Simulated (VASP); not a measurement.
Here is a VASP 6.6.1 calculation.

Contents of INCAR:

```
SYSTEM = Sn
  PREC = Accurate
  ENCUT = 520
  EDIFF = 1E-6
  ISMEAR = -1
  SIGMA = 0.08
  LREAL = .False.
  LASPH = .True.
  NELM = 100
  ALGO = Normal
  ISIF = 2
  LWAVE = .False.
  LCHARG = .True.
  GGA = PE
  LELF = .True.
  LVHAR = .True.
  NBANDS = 13
```

File KPOINTS:

```
regular mesh
0
Gamma
  18 18 18
  0 0 0
```

File POSCAR:

```
Sn
1.0
   -1.5069442024      1.5069442024      1.5069442024
    1.5069442024     -1.5069442024      1.5069442024
    1.5069442024      1.5069442024     -1.5069442024
Sn
1
Direct
    0.0000000000      0.0000000000      0.0000000000
```

Potentials or basis: VASP PAW PBE potentials, release 64 (Sn_d).

Run with:

```console
$ cat potpaw_PBE.64/Sn_d/POTCAR > POTCAR
$ mpirun -np 1 vasp_std > vasp.out
```

Question: What does it give for the band gap on the k mesh?

Answer: Zero (bands 7 and 8 overlap by 17.29 eV).

Question: Predict the pressure.

Answer: 183.4 GPa.

Caveat: the cell stands under pressure; spin-orbit coupling is left out, which moves the levels of the heavy elements.
